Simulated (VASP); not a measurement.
Input of a VASP 6.6.1 run:

The input INCAR:

```
  PREC = Accurate
  ENCUT = 520
  EDIFF = 1E-6
  ISMEAR = -1
  SIGMA = 0.1
  LREAL = F
  LASPH = T
  NELM = 150
  ALGO = Normal
  ISIF = 2
  LWAVE = F
  LCHARG = F
  ISPIN = 2
  MAGMOM = 2.5 0
  LORBIT = 11
  LMAXMIX = 4
  GGA = RP
  NBANDS = 19
```

File KPOINTS:

```
regular mesh
0
Gamma
  9 9 6
```

File POSCAR:

```
CoBr
1.0
    3.8353388137     -0.0000000032      0.0000000000
   -1.9176694041      3.3215008463      0.0000000000
    0.0000000000      0.0000000000      4.5432434218
Co Br
1 1
Direct
    0.0000000000      0.0000000000      0.0000000000
    0.0000000000      0.0000000000      0.5000000000
```

Potentials or basis: VASP PAW PBE potentials, release 64 (Co, Br).

Command:

```sh
$ cat potpaw_PBE.64/Co/POTCAR potpaw_PBE.64/Br/POTCAR > POTCAR
$ mpirun -np 1 vasp_std > vasp.out
```

**Question.** What does it give for the site moments?

**Answer.** Co +1.95; Br +0.10 μB.

**Question.** Estimate the pressure.

**Answer.** 0.1 GPa.

**Question.** Estimate the net moment.

**Answer.** 2.03 μB per cell.

**Question.** Predict the band gap on the k mesh.

**Answer.** Zero (filled and empty bands overlap).

Stress tensor (GPa, compression positive):
```
0.02 0.00 0.00
0.00 0.02 0.00
0.00 0.00 0.14
```

Caveat: the PAW data sets were made with another functional, which shifts forces and pressure a little; semilocal functionals often make such compounds metallic where correlation or magnetic order opens a gap, which also shifts bond lengths.
